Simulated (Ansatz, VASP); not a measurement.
**Two plane-wave programs on WS2**

The input POSCAR:

```
WS2
1.0
    3.1810953814      0.0000000000      0.0000000000
   -1.5905476907      2.7273603180      0.0000000000
    0.0000000000      0.0000000000     16.9507399585
W S
1 2
Direct
    0.3333333333      0.6666666667      0.0000000000
    0.6666666667      0.3333333333      0.9080224901
    0.6666666667      0.3333333333      0.0919775099
```

Contents of INCAR.step1:

```
PREC = Accurate ; ENCUT = 520
ISMEAR = 0 ; SIGMA = 0.05
LREAL = False ; LASPH = True
NELM = 100 ; NBANDS = 20
GGA = PE ; ALGO = Normal
EDIFF = 1E-4 ; LWAVE = True
LCHARG = False
```

INCAR.step2

```
PREC = Accurate ; ENCUT = 520
EDIFF = 1E-6 ; ISMEAR = 0
SIGMA = 0.05 ; LREAL = False
LASPH = True ; NELM = 100
ALGO = Normal ; ISIF = 2
LWAVE = False ; LCHARG = False
METAGGA = R2SCAN ; LMIXTAU = True
NBANDS = 20 ; ISTART = 1
```

File KPOINTS:

```
Automatic mesh
0
Gamma
  12 12 2
```

Input for Ansatz:

```yaml
crystal:
  lattice:
    - [3.1810953814, 0.0, 0.0]
    - [-1.5905476907, 2.727360318, 0.0]
    - [0.0, 0.0, 16.9507399585]
  atoms:
    - { symbol: W, position: [0.3333333333, 0.6666666667, 0.0] }
    - { symbol: S, position: [0.6666666667, 0.3333333333, 0.9080224901] }
    - { symbol: S, position: [0.6666666667, 0.3333333333, 0.0919775099] }
basis:
  ecutwfc: 500
kpoints:
  mp_grid: { grid: [12, 12, 2] }
hamiltonian:
  xc: r2scan
scf:
  occupations: { method: gaussian, width: 0.05 }
output:
  forces: true
  stress: true
  eigenvalues: true
```

Change from the starting cell: strain -0.0100 x Voigt [0, 1, 0, 0, 0, 0], atoms carried along.

Alike in both runs: task single point; functional r2SCAN; k mesh 12 × 12 × 2; occupations gaussian, width 0.05 eV; no spin polarisation.

|  | VASP | Ansatz |
| --- | --- | --- |
| version | VASP 6.6.1 | Ansatz 0.2.0 |
| potentials or method | VASP PAW PBE potentials, release 64 (W_sv, S), cutoff 520 eV | scalar-relativistic, plane waves, PAW |
| valence electrons in the cell | 26 | 26 |

Ansatz gave:

```
gap on the k mesh at the Fermi level (eV) : 1.98
least direct gap on the mesh (eV)         : 1.98
rms of the force components (eV/Å)        : 0.062
```

What did VASP give for the same quantities?

gap on the k mesh at the Fermi level (eV): 1.98; least direct gap on the mesh (eV): 1.98; rms of the force components (eV/Å): 0.071.

VASP's potentials were made for PBE, not for r2SCAN. Atom by atom the forces differ by 0.011 eV/Å (rms over components). With one functional, cell and mesh, what is left measures potentials, basis and numerics.

Spin-orbit coupling is off throughout.
